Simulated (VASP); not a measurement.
# Nb16H (a cell with a defect) in VASP: further runs, part 2 of 2

VASP 6.6.1. Earlier steps stand in the parts before.

### 3 Single point, PBEsol

INCAR reads:

```
SYSTEM = Nb16H
PREC = Accurate
ENCUT = 520
EDIFF = 1E-7
ISMEAR = -1
SIGMA = 0.05
LREAL = Auto
LASPH = .True.
NELM = 100
ALGO = Normal
ISIF = 2
LWAVE = .False.
LCHARG = .False.
GGA = PS
NBANDS = 118
```

KPOINTS reads:

```
regular mesh
0
Gamma
  2 2 2
  0 0 0
```

POSCAR reads:

```
Nb16H
1.0
    6.6000000000      0.0000000000      0.0000000000
    0.0000000000      6.6000000000      0.0000000000
    0.0000000000      0.0000000000      6.6000000000
Nb H
16 1
Direct
    0.0064545455     -0.0095909091     -0.0054393939
    0.5250454545      0.0014393939      0.0075000000
   -0.0302727273      0.5145909091      0.0157575758
    0.0160606061      0.0073333333      0.5058030303
    0.2296060606      0.2435303030      0.2668333333
    0.5000606061      0.5092878788     -0.0581060606
    0.5136969697      0.0131060606      0.4603636364
    0.7659393939      0.2355757576      0.2483787879
   -0.0210606061      0.5000454545      0.4821818182
    0.2444848485      0.7476363636      0.2484242424
    0.2759242424      0.2558939394      0.7515151515
    0.4977121212      0.4933484848      0.4757878788
    0.7443636364      0.7643030303      0.2334545455
    0.7496818182      0.2079090909      0.7458030303
    0.2305000000      0.7105000000      0.7583939394
    0.7514848485      0.7396666667      0.7488939394
    0.4443333333      0.7504545455      0.5641363636
```

Potentials or basis: VASP PAW PBE potentials, release 64 (Nb_sv, H).

Started as:

```
cat potpaw_PBE.64/Nb_sv/POTCAR potpaw_PBE.64/H/POTCAR > POTCAR
mpirun -np 1 vasp_std > vasp.out
```

OUTCAR:

```text
SYSTEM = Nb16H
   PREC = Accurate
   ENCUT = 520
   EDIFF = 1E-7
   ISMEAR = -1
   LREAL = Auto
   LASPH = .True.
   NELM = 100
   ISIF = 2
   GGA = PS

 ion  position               nearest neighbor table
   1  0.006  0.990  0.995-  14 2.76  13 2.78  10 2.80   8 2.82  15 2.83   5 2.86  16 2.86  11 2.97

   2  0.525  0.001  0.008-  13 2.60  14 2.65   8 2.73  16 2.85  11 2.89  10 2.96   7 2.99   5 3.05

   3  0.970  0.515  0.016-  13 2.64  16 2.72  15 2.74   8 2.75  10 2.83   5 2.98
   4  0.016  0.007  0.506-   5 2.63  14 2.71   8 2.81  10 2.85  11 2.87  15 2.94  16 2.96  13 3.00

   5  0.230  0.244  0.267-   4 2.63   7 2.73   9 2.76  12 2.78   1 2.86   3 2.98   2 3.05
   6  0.500  0.509  0.942-  15 2.53  11 2.56  16 2.59  14 2.89  13 3.02
   7  0.514  0.013  0.460-  17 1.92   8 2.62  13 2.69   5 2.73  14 2.76  10 2.86  11 2.95   2 2.99

   8  0.766  0.236  0.248-   7 2.62   9 2.72   2 2.73   3 2.75   4 2.81   1 2.82  12 2.88
   9  0.979  0.500  0.482-   8 2.72   5 2.76  16 2.80  15 2.83  10 2.85  13 2.85  14 3.01
  10  0.244  0.748  0.248-   1 2.80  12 2.80   3 2.83   4 2.85   9 2.85   7 2.86   2 2.96
  11  0.276  0.256  0.752-   6 2.56  12 2.81   4 2.87   2 2.89   7 2.95   1 2.97  15 3.02
  12  0.498  0.493  0.476-  17 1.83   5 2.78  10 2.80  11 2.81   8 2.88  13 2.90  15 2.94  16 2.95

  13  0.744  0.764  0.233-   2 2.60   3 2.64   7 2.69   1 2.78   9 2.85  12 2.90   4 3.00   6 3.02

  14  0.750  0.208  0.746-   2 2.65   4 2.71   7 2.76   1 2.76   6 2.89   9 3.01
  15  0.230  0.711  0.758-  17 1.92   6 2.53   3 2.74   9 2.83   1 2.83   4 2.94  12 2.94  11 3.02

  16  0.751  0.740  0.749-   6 2.59   3 2.72   9 2.80   2 2.85   1 2.86  12 2.95   4 2.96
  17  0.444  0.750  0.564-  12 1.83   7 1.92  15 1.92

  LATTYP: Found a simple cubic cell.
 ALAT       =     6.6000000000

  Lattice vectors:

 A1 = (   6.6000000000,   0.0000000000,   0.0000000000)
 A2 = (   0.0000000000,   6.6000000000,   0.0000000000)
 A3 = (   0.0000000000,   0.0000000000,   6.6000000000)

Analysis of symmetry for initial positions (statically):
=====================================================================
 Subroutine PRICEL returns:
 Original cell was already a primitive cell.

 Routine SETGRP: Setting up the symmetry group for a
 simple cubic supercell.

 Subroutine GETGRP returns: Found  1 space group operations
 (whereof  1 operations were pure point group operations)
 out of a pool of 48 trial point group operations.

The static configuration has the point symmetry C_1 .

Analysis of symmetry for dynamics (positions and initial velocities):
=====================================================================
 Subroutine PRICEL returns:
 Original cell was already a primitive cell.

 Routine SETGRP: Setting up the symmetry group for a
 simple cubic supercell.

 Subroutine GETGRP returns: Found  1 space group operations
 (whereof  1 operations were pure point group operations)
 out of a pool of 48 trial point group operations.

The dynamic configuration has the point symmetry C_1 .

 Subroutine INISYM returns: Found  1 space group operations
 (whereof  1 operations are pure point group operations),
 and found     1 'primitive' translations

----------------------------------------------------------------------------------------

[... 83 lines left out ...]
  0.500000  0.500000  0.000000      1.000000
  0.000000  0.500000  0.500000      1.000000
  0.500000  0.000000  0.500000      1.000000
  0.500000  0.500000  0.500000      1.000000
   k-points           NKPTS =      8   k-points in BZ     NKDIM =      8   number of bands    NBANDS=    118
   number of dos      NEDOS =    301   number of ions     NIONS =     17
   total plane-waves  NPLWV = 125000
   dimension x,y,z NGX =    50 NGY =   50 NGZ =   50
   dimension x,y,z NGXF=   100 NGYF=  100 NGZF=  100
   ions per type =              16   1
   NGX,Y,Z   is equivalent  to a cutoff of  12.59, 12.59, 12.59 a.u.
   NGXF,Y,Z  is equivalent  to a cutoff of  25.19, 25.19, 25.19 a.u.
 SYSTEM =  Nb16H
   PREC   = accura    normal or accurate (medium, high low for compatibility)
   ISTART =      0    job   : 0-new  1-cont  2-samecut
   ICHARG =      2    charge: 1-file 2-atom 10-const
   ISPIN  =      1    spin polarized calculation?
   LNONCOLLINEAR =      F non collinear calculations
   LSORBIT =      F    spin-orbit coupling
   LASPH  =      T    aspherical Exc in radial PAW
   ENCUT  =  520.0 eV  38.22 Ry    6.18 a.u.  12.27 12.27 12.27*2*pi/ulx,y,z
   NELM   =    100;   NELMIN=  2; NELMDL= -5     # of ELM steps
   EDIFF  = 0.1E-06   stopping-criterion for ELM
   LREAL  =      T    real-space projection
   EDIFFG = 0.1E-05   stopping-criterion for IOM
   NSW    =      0    number of steps for IOM
   IBRION =     -1    ionic relax: 0-MD 1-quasi-New 2-CG
   NFREE  =      0    steps in history (QN), initial steepest desc. (CG)
   ISIF   =      2    stress and relaxation
   ISYM   =      2    0-nonsym 1-usesym 2-fastsym
   POTIM  = 0.5000    time-step for ionic-motion
   TEBEG  =    0.0;   TEEND  =   0.0 temperature during run
   PSTRESS=    0.0 pullay stress
   NELECT =     209.0000    total number of electrons
   NUPDOWN=      -1.0000    fix difference up-down
   EMIN   =  10.00;   EMAX   =-10.00  energy-range for DOS
   EFERMI =   0.00;   METHOD = LEGACY
   ISMEAR =    -1;   SIGMA  =   0.05  broadening in eV -4-tet -1-fermi 0-gaus
   EFERMI_NEDOS =   21; number of points for ismear=-14 and -15
   IALGO  =     38    algorithm
   IMIX   =      4    mixing-type and parameters
     AMIX     =   0.40;   BMIX     =  1.00
     AMIX_MAG =   1.60;   BMIX_MAG =  1.00
  volume/ion in A,a.u.               =      16.91       114.12
  Fermi-wavevector in a.u.,A,eV,Ry     =   1.472018  2.781710 29.481589  2.166836
  Thomas-Fermi vector in A             =   2.587083
   LORBIT       =      0    0 simple, 1 ext, 2 COOP (PROOUT), +10 PAW based schemes
   GGA     = PS    functional components
   LHFCALC =     F    Hartree Fock is set to
   AEXX    =    0.0000 exact exchange contribution
   IVDW    =     0    specifies the selected vdW correction
   LEPSILON=     F    determine dielectric tensor
   LRPA    =     F    only Hartree local field effects (RPA)
 non-spin polarized calculation
  energy-cutoff  :      520.00
  volume of cell :      287.50
 maximum number of plane-waves:      7809
 NGX is ok and might be reduce to    50
   NGX = 25   NGY = 25   NGZ = 25

 number of electron     209.0000001 magnetization

 Free energy of the ion-electron system (eV)
  ---------------------------------------------------
  ext. energy  EPLUGINS =         0.00000000
  ---------------------------------------------------
  free energy    TOTEN  =      -177.16560084 eV

  energy without entropy =     -177.04230328  energy(sigma->0) =     -177.10395206

 E-fermi :  11.2323     XC(G=0): -12.6500

 val. band max:       11.2269378218   @ k =   0.5000   0.0000   0.5000
 cond. band min:      11.2447226931   @ k =   0.0000   0.5000   0.0000
 fundamental gap:      0.0177848713
 Fermi energy:        11.2323006262

 k-point     1 :       0.0000    0.0000    0.0000
  band No.  band energies     occupation
      1     -43.2223      2.00000
      2     -43.0787      2.00000
      3     -43.0354      2.00000
      4     -43.0064      2.00000
      5     -42.9729      2.00000
      6     -42.9616      2.00000
[... 941 lines left out ...]
    115      13.5625      0.00000
    116      13.6955      0.00000
 [bands above 116 left out]

------------------------ aborting loop because EDIFF is reached ----------------------------------------

  FORCE on cell =-STRESS in cart. coord.  units (eV):
  Direction    XX          YY          ZZ          XY          YZ          ZX
  --------------------------------------------------------------------------------------
  -------------------------------------------------------------------------------------
  Total        1.8696335      4.4790336      1.3558301     -0.0450456      0.5818581     -2.1640068
  in kB       10.4192213     24.9610639      7.5558625     -0.2510330      3.2426184    -12.0597246
  external PRESSURE =      14.3120492 kB  Pullay stress =       0.0000000 kB

 VOLUME and BASIS-vectors are now :
 -----------------------------------------------------------------------------
  energy-cutoff  :      520.00
  volume of cell :      287.50
      direct lattice vectors                 reciprocal lattice vectors
     6.600000000  0.000000000  0.000000000     0.151515152  0.000000000  0.000000000
     0.000000000  6.600000000  0.000000000     0.000000000  0.151515152  0.000000000
     0.000000000  0.000000000  6.600000000     0.000000000  0.000000000  0.151515152

 POSITION                                       TOTAL-FORCE (eV/Angst)
 -----------------------------------------------------------------------------------
      0.04260      6.53670      6.56410         0.490327      0.458558      0.841174
      3.46530      0.00950      0.04950        -1.926997     -0.477257     -1.391515
      6.40020      3.39630      0.10400         1.414437     -1.719187     -1.091572
      0.10600      0.04840      3.33830        -0.574138     -1.363728      0.132865
      1.51540      1.60730      1.76110         1.477559      1.080659     -1.727509
      3.30040      3.36130      6.21650        -0.068640     -1.291433      3.475635
[... 9 lines left out ...]
      4.95980      4.88180      4.94270        -0.233690      0.807340     -1.390376
      2.93260      4.95300      3.72330         0.062666      0.450300      0.084676
 -----------------------------------------------------------------------------------
    total drift:                               -0.002681     -0.002163      0.000769

  FREE ENERGIE OF THE ION-ELECTRON SYSTEM (eV)
  ---------------------------------------------------
  free  energy   TOTEN  =      -177.1656008380 eV

  energy  without entropy=     -177.0423032753  energy(sigma->0) =     -177.10395206
```

Run time: 22 min. Hardware: 1 thread of Oxide Virtual Turin-like, shared host; peak memory 0.42 GiB.

Results:

```
Free energy   : -177.1656 eV
Pressure      : 1.4 GPa
Largest force : 3.708 eV/Å
```

Forces in eV/Å, atoms in the order of the input:
```
Nb   0.490  0.459  0.841
Nb  -1.927 -0.477 -1.392
Nb   1.414 -1.719 -1.092
Nb  -0.574 -1.364  0.133
Nb   1.478  1.081 -1.728
Nb  -0.069 -1.291  3.476
Nb  -0.677 -0.818  2.204
Nb  -0.818  1.227 -0.750
Nb   0.804 -0.325  1.300
Nb  -0.026  0.308 -0.469
Nb  -1.398 -0.998 -0.423
Nb   0.111 -1.102 -0.232
Nb   0.561 -0.964  0.735
Nb   0.384  2.333 -0.481
Nb   0.417  2.395 -0.817
Nb  -0.234  0.807 -1.390
H    0.063  0.450  0.085
```

Stress tensor (GPa, compression positive):
```
 1.04 -0.03 -1.21
-0.03  2.50  0.32
-1.21  0.32  0.76
```

Levels at points of the mesh, in eV from the Fermi level:
```
           k point  band 101  band 102  band 103  band 104  band 105  band 106  band 107  band 108
(0.00, 0.00, 0.00)      0.21      0.28      0.33      0.50      0.54      0.64      0.81      0.84
(0.50, 0.00, 0.00)     -0.17     -0.07      0.08      0.10      0.19      0.32      0.42      0.52
(0.00, 0.50, 0.00)     -0.15     -0.11      0.01      0.09      0.24      0.32      0.44      0.56
(0.00, 0.00, 0.50)     -0.20      0.02      0.05      0.18      0.27      0.29      0.44      0.50
(0.50, 0.50, 0.00)     -0.51     -0.45     -0.33     -0.24     -0.20     -0.13     -0.07      0.05
(0.00, 0.50, 0.50)     -0.54     -0.46     -0.37     -0.28     -0.24     -0.08     -0.04      0.24
(0.50, 0.00, 0.50)     -0.56     -0.51     -0.48     -0.36     -0.18     -0.16     -0.01      0.23
(0.50, 0.50, 0.50)     -1.09     -1.08     -0.99     -0.93     -0.88     -0.85     -0.77     -0.69
```

Caveat: the k points lie up to 0.48 Å⁻¹ apart; the PAW data sets were made with another functional, which shifts forces and pressure a little.

### 4 Single point, PBEsol

INCAR reads:

```
SYSTEM = Nb16H
ALGO = Normal
EDIFF = 1E-6
ENCUT = 520
GGA = PS
ISIF = 2
ISMEAR = -1
LASPH = .True.
LCHARG = .True.
LELF = .True.
LREAL = Auto
LVHAR = .True.
LWAVE = .False.
NBANDS = 118
NELM = 80
PREC = Accurate
SIGMA = 0.05
```

KPOINTS reads:

```
k-points
0
Gamma
  2 2 2
  0 0 0
```

POSCAR reads:

```
Nb16H
1.0
    6.6000000000      0.0000000000      0.0000000000
    0.0000000000      6.6000000000      0.0000000000
    0.0000000000      0.0000000000      6.6000000000
Nb H
16 1
Direct
    0.0123939394      0.0176363636     -0.0032272727
    0.5030606061      0.0113333333     -0.0152575758
   -0.0221060606      0.4844848485      0.0310454545
    0.0094393939     -0.0107878788      0.5476666667
    0.2565151515      0.2350757576      0.2572272727
    0.5005303030      0.5073636364     -0.0333939394
    0.4692272727      0.0119696970      0.4843636364
    0.7414696970      0.2473484848      0.2576212121
   -0.0393030303      0.5155606061      0.4908030303
    0.2391060606      0.7430151515      0.2242727273
    0.2470606061      0.2898636364      0.7430454545
    0.4875000000      0.4968333333      0.4506060606
    0.7375151515      0.7523333333      0.2173484848
    0.7619090909      0.2236818182      0.7299848485
    0.2065757576      0.7483787879      0.7831363636
    0.7414393939      0.7558939394      0.7227878788
    0.4750909091      0.7380151515      0.6103181818
```

Potentials or basis: VASP PAW PBE potentials, release 64 (Nb_sv, H).

Started as:

```
cat potpaw_PBE.64/Nb_sv/POTCAR potpaw_PBE.64/H/POTCAR > POTCAR
mpirun -np 1 vasp_std > vasp.out
```

OUTCAR:

```text
SYSTEM = Nb16H
   EDIFF = 1E-6
   ENCUT = 520
   GGA = PS
   ISIF = 2
   ISMEAR = -1
   LASPH = .True.
   LREAL = Auto
   NELM = 80
   PREC = Accurate

 ion  position               nearest neighbor table
   1  0.012  0.018  0.997-  15 2.61   5 2.76  14 2.77  10 2.79  11 2.90   8 2.91  13 2.91   4 2.97

   2  0.503  0.011  0.985-  13 2.77  14 2.78   5 2.84   8 2.85  16 2.88  15 2.93  10 2.94  11 2.96

   3  0.978  0.484  0.031-   8 2.67  13 2.67  10 2.74  15 2.83   5 2.88  11 2.90  14 2.99   9 3.04

   4  0.009  0.989  0.548-  14 2.55  15 2.58  16 2.61  11 2.84   1 2.97   5 2.99
   5  0.257  0.235  0.257-   7 2.53  12 2.63   1 2.76   2 2.84   3 2.88   4 2.99
   6  0.501  0.507  0.967-  11 2.65  15 2.79  13 2.79  16 2.79  10 2.88  14 2.99   8 3.03
   7  0.469  0.012  0.484-   5 2.53   8 2.81  14 2.88  10 2.90  11 2.90  16 2.93  13 3.03
   8  0.741  0.247  0.258-   3 2.67  12 2.67   9 2.76   7 2.81   2 2.85   1 2.91   6 3.03
   9  0.961  0.516  0.491-  16 2.64   8 2.76  13 2.81  14 2.82  11 2.93  15 2.95  10 2.95   3 3.04

  10  0.239  0.743  0.224-   3 2.74  12 2.75   1 2.79   6 2.88   7 2.90  15 2.92   2 2.94   9 2.95

  11  0.247  0.290  0.743-   6 2.65   4 2.84  12 2.85   3 2.90   7 2.90   1 2.90   9 2.93   2 2.96

[... 214 lines left out ...]
      3     -43.0016      2.00000
      4     -42.9835      2.00000
      5     -42.9776      2.00000
      6     -42.9682      2.00000
[... 941 lines left out ...]
    115      13.4594      0.00000
    116      13.5460      0.00000
 [bands above 116 left out]

------------------------ aborting loop because EDIFF is reached ----------------------------------------

  FORCE on cell =-STRESS in cart. coord.  units (eV):
  Direction    XX          YY          ZZ          XY          YZ          ZX
  --------------------------------------------------------------------------------------
  -------------------------------------------------------------------------------------
  Total        1.8357829      2.0636297      0.6453093     -0.0031104      1.9551951      0.5408011
  in kB       10.2305761     11.5003364      3.5962238     -0.0173340     10.8960448      3.0138135
  external PRESSURE =       8.4423788 kB  Pullay stress =       0.0000000 kB

 VOLUME and BASIS-vectors are now :
 -----------------------------------------------------------------------------
  energy-cutoff  :      520.00
  volume of cell :      287.50
      direct lattice vectors                 reciprocal lattice vectors
     6.600000000  0.000000000  0.000000000     0.151515152  0.000000000  0.000000000
     0.000000000  6.600000000  0.000000000     0.000000000  0.151515152  0.000000000
     0.000000000  0.000000000  6.600000000     0.000000000  0.000000000  0.151515152

 POSITION                                       TOTAL-FORCE (eV/Angst)
 -----------------------------------------------------------------------------------
      0.08180      0.11640      6.57870        -1.023273     -0.472480      1.319686
      3.32020      0.07480      6.49930        -0.340019     -0.230507      0.005993
      6.45410      3.19760      0.20490         0.529771      0.637248     -1.895555
      0.06230      6.52880      3.61460        -0.342395      0.437968     -3.095544
      1.69300      1.55150      1.69770        -1.031750      1.445833     -0.983295
      3.30350      3.34860      6.37960         0.197457     -0.591026      1.137376
[... 9 lines left out ...]
      4.89350      4.98890      4.77040        -0.606660     -0.272496      1.424434
      3.13560      4.87090      4.02810        -0.411955      0.334281      0.202660
 -----------------------------------------------------------------------------------
    total drift:                               -0.001058     -0.000669      0.000878

  FREE ENERGIE OF THE ION-ELECTRON SYSTEM (eV)
  ---------------------------------------------------
  free  energy   TOTEN  =      -177.1251116940 eV

  energy  without entropy=     -176.9987657854  energy(sigma->0) =     -177.06193874
```

Wall time 28 min (1 thread of Oxide Virtual Turin-like, shared host); peak memory 0.42 GiB.

Results:

- Free energy: -177.1251 eV
- Pressure: 0.8 GPa
- Largest force: 3.145 eV/Å

Forces in eV/Å, atoms in the order of the input:
```
Nb  -1.023 -0.472  1.320
Nb  -0.340 -0.231  0.006
Nb   0.530  0.637 -1.896
Nb  -0.342  0.438 -3.096
Nb  -1.032  1.446 -0.983
Nb   0.197 -0.591  1.137
Nb   1.262 -1.228  0.306
Nb   0.228 -0.819 -1.051
Nb   1.689 -0.879  0.153
Nb  -0.075  0.583  1.224
Nb  -0.252 -1.827  0.407
Nb  -0.149  0.540  1.392
Nb  -0.127  0.157  0.798
Nb  -1.486  2.378  0.559
Nb   1.939 -0.196 -1.902
Nb  -0.607 -0.272  1.424
H   -0.412  0.334  0.203
```

Stress tensor (GPa, compression positive):
```
1.02 0.00 0.30
0.00 1.15 1.09
0.30 1.09 0.36
```

Caveat: the k points lie up to 0.48 Å⁻¹ apart; the PAW data sets were made with another functional, which shifts forces and pressure a little.
